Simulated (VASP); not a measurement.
# Si3C (P-6m2) in VASP: a series of runs

Runs on Si3C. Level: PBE. Tasks: single point, relaxation of cell and atoms.

Everything below comes from runs of VASP 6.6.1. Logs are shortened: lines on timing, memory, paths and dates and some standing lists are left out, and cuts for length are marked.

### 1 The cell of the first run

Symmetry: P-6m2, No. 187, hexagonal system. Conventional cell: a = 2.887 Å, b = 2.887 Å, c = 6.655 Å, α = 90.00°, β = 90.00°, γ = 120.00°. Si (site symmetry 3m) has 3 C at 2.06 Å and 4 Si at 2.44 to 2.69 Å within 2.7 Å. Within 3.5 Å of Si (site symmetry -6m2) lie 12 Si at 2.69 to 2.89 Å and 2 C at 3.33 Å. Within 2.7 Å of C (site symmetry -6m2) lie 6 Si at 2.06 Å.

### 2 Single point, PBE

Input file INCAR:

```
  ALGO = Normal
  EDIFF = 1E-6
  ENCUT = 520
  GGA = PE
  ISIF = 2
  ISMEAR = 0
  LASPH = T
  LCHARG = T
  LELF = T
  LREAL = F
  LVHAR = T
  LWAVE = F
  NBANDS = 16
  NELM = 60
  PREC = Accurate
  SIGMA = 0.1
```

Input file KPOINTS:

```
k-points
0
Gamma
  18 18 6
```

Input file POSCAR:

```
Si3C
1.0
    2.8872527610      0.0000000000      0.0000000000
   -1.4436263805      2.5004342382      0.0000000000
    0.0000000000      0.0000000000      6.6546896020
Si C
3 1
Direct
    0.3333333333      0.6666666667      0.6831165376
    0.3333333333      0.6666666667      0.3168834624
    0.6666666667      0.3333333333      0.0000000000
    0.6666666667      0.3333333333      0.5000000000
```

Potentials or basis: VASP PAW PBE potentials, release 64 (Si, C).

Command:

```bash
$ cat potpaw_PBE.64/Si/POTCAR potpaw_PBE.64/C/POTCAR > POTCAR
$ mpirun -np 1 vasp_std > vasp.out
```

OUTCAR:

```text
EDIFF = 1E-6
   ENCUT = 520
   GGA = PE
   ISIF = 2
   ISMEAR = 0
   LASPH = T
   LREAL = F
   NELM = 60
   PREC = Accurate

 ion  position               nearest neighbor table
   1  0.333  0.667  0.683-   4 2.06   4 2.06   4 2.06   2 2.44   3 2.69   3 2.69   3 2.69
   2  0.333  0.667  0.317-   4 2.06   4 2.06   4 2.06   1 2.44   3 2.69   3 2.69   3 2.69
   3  0.667  0.333  0.000-   1 2.69   2 2.69   1 2.69   2 2.69   1 2.69   2 2.69
   4  0.667  0.333  0.500-   1 2.06   2 2.06   1 2.06   2 2.06   1 2.06   2 2.06

  LATTYP: Found a hexagonal cell.
 ALAT       =     2.8872527610
 C/A-ratio  =     2.3048517580

  Lattice vectors:

 A1 = (   2.8872527610,   0.0000000000,   0.0000000000)
 A2 = (  -1.4436263805,   2.5004342382,   0.0000000000)
 A3 = (   0.0000000000,   0.0000000000,   6.6546896020)

Analysis of symmetry for initial positions (statically):
=====================================================================
 Subroutine PRICEL returns:
 Original cell was already a primitive cell.

 Routine SETGRP: Setting up the symmetry group for a
 hexagonal supercell.

 Subroutine GETGRP returns: Found 12 space group operations
 (whereof 12 operations were pure point group operations)
 out of a pool of 24 trial point group operations.

The static configuration has the point symmetry D_3h.

Analysis of symmetry for dynamics (positions and initial velocities):
=====================================================================
 Subroutine PRICEL returns:
 Original cell was already a primitive cell.

 Routine SETGRP: Setting up the symmetry group for a
 hexagonal supercell.

 Subroutine GETGRP returns: Found 12 space group operations
 (whereof 12 operations were pure point group operations)
 out of a pool of 24 trial point group operations.

The dynamic configuration has the point symmetry D_3h.

 Subroutine INISYM returns: Found 12 space group operations
 (whereof 12 operations are pure point group operations),
 and found     1 'primitive' translations

----------------------------------------------------------------------------------------

                                     Primitive cell

  volume of cell :      48.0428

[... 90 lines left out ...]
   ENCUT  =  520.0 eV  38.22 Ry    6.18 a.u.   5.37  5.37 12.37*2*pi/ulx,y,z
   NELM   =     60;   NELMIN=  2; NELMDL= -5     # of ELM steps
   EDIFF  = 0.1E-05   stopping-criterion for ELM
   LREAL  =      F    real-space projection
   EDIFFG = 0.1E-04   stopping-criterion for IOM
   NSW    =      0    number of steps for IOM
   IBRION =     -1    ionic relax: 0-MD 1-quasi-New 2-CG
   NFREE  =      0    steps in history (QN), initial steepest desc. (CG)
   ISIF   =      2    stress and relaxation
   ISYM   =      2    0-nonsym 1-usesym 2-fastsym
   POTIM  = 0.5000    time-step for ionic-motion
   TEBEG  =    0.0;   TEEND  =   0.0 temperature during run
   PSTRESS=    0.0 pullay stress
   NELECT =      16.0000    total number of electrons
   NUPDOWN=      -1.0000    fix difference up-down
   EMIN   =  10.00;   EMAX   =-10.00  energy-range for DOS
   EFERMI =   0.00;   METHOD = LEGACY
   ISMEAR =     0;   SIGMA  =   0.10  broadening in eV -4-tet -1-fermi 0-gaus
   EFERMI_NEDOS =   21; number of points for ismear=-14 and -15
   IALGO  =     38    algorithm
   IMIX   =      4    mixing-type and parameters
     AMIX     =   0.40;   BMIX     =  1.00
     AMIX_MAG =   1.60;   BMIX_MAG =  1.00
  volume/ion in A,a.u.               =      12.01        81.05
  Fermi-wavevector in a.u.,A,eV,Ry     =   1.134764  2.144393 17.520071  1.287689
  Thomas-Fermi vector in A             =   2.271468
   LORBIT       =      0    0 simple, 1 ext, 2 COOP (PROOUT), +10 PAW based schemes
   GGA     = PE    functional components
   LHFCALC =     F    Hartree Fock is set to
   AEXX    =    0.0000 exact exchange contribution
   IVDW    =     0    specifies the selected vdW correction
   LEPSILON=     F    determine dielectric tensor
   LRPA    =     F    only Hartree local field effects (RPA)
 non-spin polarized calculation
 Gauss-broadening in eV      SIGMA  =   0.10
  energy-cutoff  :      520.00
  volume of cell :       48.04
 maximum number of plane-waves:      1345
 NGX is ok and might be reduce to    24
   NGX = 11   NGY = 11   NGZ = 25

 number of electron      16.0000000 magnetization

 Free energy of the ion-electron system (eV)
  ---------------------------------------------------
  ext. energy  EPLUGINS =         0.00000000
  ---------------------------------------------------
  free energy    TOTEN  =       -22.65500367 eV

  energy without entropy =      -22.64726994  energy(sigma->0) =      -22.65113681

 E-fermi :  10.3679     XC(G=0): -11.5068

 val. band max:       10.3677221650   @ k =   0.3333   0.3333   0.5000
 cond. band min:      10.3688305119   @ k =   0.3333   0.2778   0.1667
 fundamental gap:      0.0011083469
 Fermi energy:        10.3678620325

 k-point     1 :       0.0000    0.0000    0.0000
  band No.  band energies     occupation
      1      -6.5584      2.00000
      2      -1.8267      2.00000
      3      -1.5700      2.00000
      4       6.3311      2.00000
      5       7.8978      2.00000
      6       9.4491      2.00000
[... 433 lines left out ...]
      3       2.6739      2.00000
      4       2.6904      2.00000
      5       5.2745      2.00000
      6       5.7826      2.00000
[... 8 lines left out ...]
     15      18.8428      0.00000
     16      18.9270      0.00000

 [... further k-points ...]

------------------------ aborting loop because EDIFF is reached ----------------------------------------

  FORCE on cell =-STRESS in cart. coord.  units (eV):
  Direction    XX          YY          ZZ          XY          YZ          ZX
  --------------------------------------------------------------------------------------
  -------------------------------------------------------------------------------------
  Total        0.0347965      0.0347965     -0.0536889      0.0000000     -0.0000000      0.0000000
  in kB        1.1604268      1.1604268     -1.7904694      0.0000000     -0.0000000      0.0000000
  external PRESSURE =       0.1767947 kB  Pullay stress =       0.0000000 kB

 VOLUME and BASIS-vectors are now :
 -----------------------------------------------------------------------------
  energy-cutoff  :      520.00
  volume of cell :       48.04
      direct lattice vectors                 reciprocal lattice vectors
     2.887252761  0.000000000  0.000000000     0.346350002  0.199965267  0.000000000
    -1.443626381  2.500434238  0.000000000     0.000000000  0.399930534  0.000000000
     0.000000000  0.000000000  6.654689602     0.000000000  0.000000000  0.150269969

 POSITION                                       TOTAL-FORCE (eV/Angst)
 -----------------------------------------------------------------------------------
     -0.00000      1.66696      4.54593         0.000000     -0.000000     -0.013814
     -0.00000      1.66696      2.10876         0.000000      0.000000      0.013814
      1.44363      0.83348      0.00000         0.000000      0.000000      0.000000
      1.44363      0.83348      3.32734        -0.000000      0.000000      0.000000
 -----------------------------------------------------------------------------------
    total drift:                               -0.000000      0.000000      0.000000

  FREE ENERGIE OF THE ION-ELECTRON SYSTEM (eV)
  ---------------------------------------------------
  free  energy   TOTEN  =       -22.6550036699 eV

  energy  without entropy=      -22.6472699420  energy(sigma->0) =      -22.65113681
```

It took 65 s on 1 thread of AMD EPYC 9R45 (Zen 5), shared host; peak memory 0.2 GiB.

Results:

```yaml
Free_energy: -22.6550 eV
Pressure: 0.0 GPa
Largest_force: 0.014 eV/Å
Band_gap_on_the_k_mesh: zero (band 8 reaches 15.54 eV, above the bottom of band 9 at 7.63 eV)
```

Forces in eV/Å, atoms in the order of the input:
```
Si   0.000  0.000 -0.014
Si   0.000  0.000  0.014
Si   0.000  0.000  0.000
C    0.000  0.000  0.000
```

### 3 Relaxation of cell and atoms, PBE

This run uses another cell than the first one, of 12.98 Å³/atom, 1.080 times its volume.

Input file INCAR:

```
SYSTEM = Si3C
PREC = Accurate
ENCUT = 600
EDIFF = 1E-6
ISMEAR = 0
SIGMA = 0.1
LREAL = .FALSE.
LASPH = .TRUE.
NELM = 60
ALGO = Normal
ISIF = 3
LWAVE = .FALSE.
LCHARG = .FALSE.
GGA = PE
IBRION = 2
NSW = 100
EDIFFG = -0.01
```

Input file KPOINTS:

```
Automatic mesh
0
G
  18 18 6
  0 0 0
```

Input file POSCAR:

```
Si3C
1.0
    2.7998593948      0.0000000000      0.0000000000
   -1.3999296974      2.4247493629      0.0000000000
    0.0000000000      0.0000000000      7.6451183030
Si C
3 1
Direct
    0.3333333333      0.6666666667      0.6583219216
    0.3333333333      0.6666666667      0.3416780784
    0.6666666667      0.3333333333      0.0000000000
    0.6666666667      0.3333333333      0.5000000000
```

Potentials or basis: VASP PAW PBE potentials, release 64 (Si, C).

Command:

```bash
$ cat potpaw_PBE.64/Si/POTCAR potpaw_PBE.64/C/POTCAR > POTCAR
$ mpirun -np 1 vasp_std > vasp.out
```

Run time: 6.4 min. Hardware: 1 thread of AMD EPYC 9R45 (Zen 5), shared host; peak memory 0.23 GiB.

It converged, with:

* Free energy: -22.6576 eV
* Relaxed volume: 12.01 Å³/atom
* Relaxed cell: a = 2.888 Å, b = 2.888 Å, c = 6.653 Å, α = 90.00°, β = 90.00°, γ = 120.00°
* Space group after relaxing (to 0.05 Å): P-6m2 (No. 187)
* Energy gained by relaxing: 47.6 meV/atom
* Ionic steps: 13
* Pressure after relaxing: 0.0 GPa
* Largest force after relaxing: 0.005 eV/Å
* Band gap on the k mesh: zero (band 8 reaches 15.53 eV, above the bottom of band 9 at 7.64 eV)

Forces on the atoms (eV/Å):
```
Si   0.000  0.000  0.005
Si   0.000  0.000 -0.005
Si   0.000  0.000  0.000
C    0.000  0.000  0.000
```

Stress tensor (GPa, compression positive):
```
 0.02  0.00  0.00
 0.00  0.02  0.00
 0.00  0.00 -0.06
```

Step by step:
```
step  energy change (eV)  largest force (eV/Å)  pressure (GPa)  volume (Å³)
   1              0.0000                0.1579           -0.64        51.90
   2             -0.0335                0.8647            0.04        51.49
   3             -0.0339                0.9725            0.17        51.43
   4             -0.0587                0.7981           -0.53        51.30
   5             -0.1159                0.2794           -2.28        50.88
   6             -0.1621                0.3730           -4.31        49.92
   7             -0.1824                0.2146           -2.42        48.91
   8             -0.1846                0.1605           -1.60        48.52
   9             -0.1877                0.0810           -1.15        48.41
  10             -0.1899                0.0623           -0.34        48.22
  11             -0.1902                0.0056           -0.23        48.14
  12             -0.1902                0.0160           -0.18        48.11
  13             -0.1903                0.0049            0.00        48.04
```

Final structure:
```
Si C
1.0
     2.88757    0.00000    0.00000
    -1.44379    2.50071    0.00000
     0.00000    0.00000    6.65318
Si C
3 1
Direct
  0.33333 0.66667 0.68306
  0.33333 0.66667 0.31694
  0.66667 0.33333 0.00000
  0.66667 0.33333 0.50000
```

Levels at points of the mesh, in eV from the Fermi level:
| k point | band 6 | band 7 | band 8 | band 9 | band 10 | band 11 |
| --- | --- | --- | --- | --- | --- | --- |
| (0.00, 0.00, 0.00) | -0.93 | -0.93 | 5.05 | 6.32 | 6.32 | 7.08 |
| (0.50, 0.00, 0.00) | -5.32 | -3.23 | -0.38 | 1.53 | 2.51 | 3.08 |
| (0.00, 0.00, 0.50) | -0.92 | 1.84 | 4.22 | 5.16 | 6.41 | 6.65 |
| (0.50, 0.00, 0.50) | -3.55 | -3.21 | -2.19 | -1.62 | 2.30 | 2.46 |

### 4 Relaxation of cell and atoms, PBE

Input file INCAR:

```
SYSTEM = Si3C
PREC     = Accurate       ! precision mode
ENCUT    = 600            ! plane-wave cutoff, eV
EDIFF    = 1E-6           ! SCF threshold, eV
ISMEAR   = 0              ! smearing method
SIGMA    = 0.1            ! smearing width, eV
LREAL    = .False.        ! projectors in reciprocal space
LASPH    = .True.         ! aspherical terms in the spheres
NELM     = 100            ! most SCF steps
ALGO     = Normal         ! electronic algorithm
ISIF     = 3              ! what is computed and relaxed
LWAVE    = .False.        ! write WAVECAR
LCHARG   = .False.        ! write CHGCAR
GGA      = PE             ! functional
IBRION   = 2              ! ionic algorithm
NSW      = 100            ! ionic steps
EDIFFG   = -0.01          ! ionic threshold
```

Input file KPOINTS:

```
regular mesh
0
Gamma
  18 18 8
  0 0 0
```

Input file POSCAR:

```
Si3C
1.0
    2.8872527610      0.0000000000      0.0000000000
   -1.4436263805      2.5004342382      0.0000000000
    0.0000000000      0.0000000000      6.6546896020
Si C
3 1
Direct
    0.3333333333      0.6666666667      0.6831165376
    0.3333333333      0.6666666667      0.3168834624
    0.6666666667      0.3333333333      0.0000000000
    0.6666666667      0.3333333333      0.5000000000
```

Command:

```bash
$ cat potpaw_PBE.64/Si/POTCAR potpaw_PBE.64/C/POTCAR > POTCAR
$ mpirun -np 1 vasp_std > vasp.out
```

Run time: 7.9 min. Hardware: 1 thread of AMD EPYC 9R45 (Zen 5), shared host; peak memory 0.23 GiB.

It converged, with:

```yaml
Free_energy: -22.6571 eV
Relaxed_volume: 11.96 Å³/atom
Relaxed_cell: a = 2.905 Å, b = 2.905 Å, c = 6.544 Å, α = 90.00°, β = 90.00°, γ = 120.00°
Space_group_after_relaxing_to_0.05_Å: P-6m2 (No. 187)
Energy_gained_by_relaxing: 0.9 meV/atom
Ionic_steps: 19
Pressure_after_relaxing: 0.0 GPa
Largest_force_after_relaxing: 0.004 eV/Å
Band_gap_on_the_k_mesh: zero (band 8 reaches 15.36 eV, above the bottom of band 9 at 7.68 eV)
```

Forces in eV/Å, atoms in the order of the input:
```
Si   0.000  0.000 -0.004
Si   0.000  0.000  0.004
Si   0.000  0.000  0.000
C    0.000  0.000  0.000
```

Step by step:
```tsv
step	energy change (eV)	largest force (eV/Å)	pressure (GPa)	volume (Å³)
1	0.0000	0.0148	-0.01	48.04
2	-0.0002	0.0437	-0.01	48.04
3	-0.0006	0.1268	0.01	48.03
4	-0.0004	0.2825	0.08	48.00
5	-0.0007	0.1823	0.03	48.02
6	-0.0007	0.1830	0.03	48.02
7	-0.0008	0.1853	0.03	48.02
8	-0.0009	0.1904	0.01	48.01
9	-0.0011	0.2003	-0.01	48.01
10	-0.0015	0.2174	-0.05	48.00
11	-0.0016	0.2399	-0.08	47.99
12	-0.0017	0.2299	-0.06	48.00
13	-0.0022	0.1985	-0.11	47.99
14	-0.0031	0.1048	-0.26	47.98
15	-0.0027	0.0741	-0.54	47.95
16	-0.0033	0.0400	-0.36	47.97
17	-0.0035	0.0317	-0.30	47.94
18	-0.0037	0.0070	-0.12	47.86
19	-0.0038	0.0041	-0.03	47.82
```

Final structure:
```yaml
crystal:
  lattice:
    - [2.90484, 0.00000, 0.00000]
    - [-1.45242, 2.51566, 0.00000]
    - [0.00000, 0.00000, 6.54422]
  atoms:
    - { symbol: Si, position: [0.33333, 0.66667, 0.68648] }
    - { symbol: Si, position: [0.33333, 0.66667, 0.31352] }
    - { symbol: Si, position: [0.66667, 0.33333, 0.00000] }
    - { symbol: C, position: [0.66667, 0.33333, 0.50000] }
```

Levels at points of the mesh, in eV from the Fermi level:
| k point | band 4 | band 5 | band 6 | band 7 | band 8 | band 9 | band 10 | band 11 | band 12 |
| --- | --- | --- | --- | --- | --- | --- | --- | --- | --- |
| (0.00, 0.00, 0.00) | -3.88 | -2.06 | -1.03 | -1.03 | 4.76 | 6.03 | 6.03 | 7.00 | 7.00 |
| (0.50, 0.00, 0.00) | -7.35 | -6.16 | -5.40 | -3.30 | -0.34 | 1.52 | 2.78 | 2.86 | 3.80 |
| (0.00, 0.00, 0.50) | -8.19 | -1.02 | -1.02 | 2.25 | 4.45 | 5.15 | 6.01 | 6.01 | 6.44 |
| (0.50, 0.00, 0.50) | -7.40 | -4.40 | -3.64 | -3.28 | -2.26 | -1.46 | 1.97 | 2.33 | 4.01 |

(Part 1 of 2 ends here.)
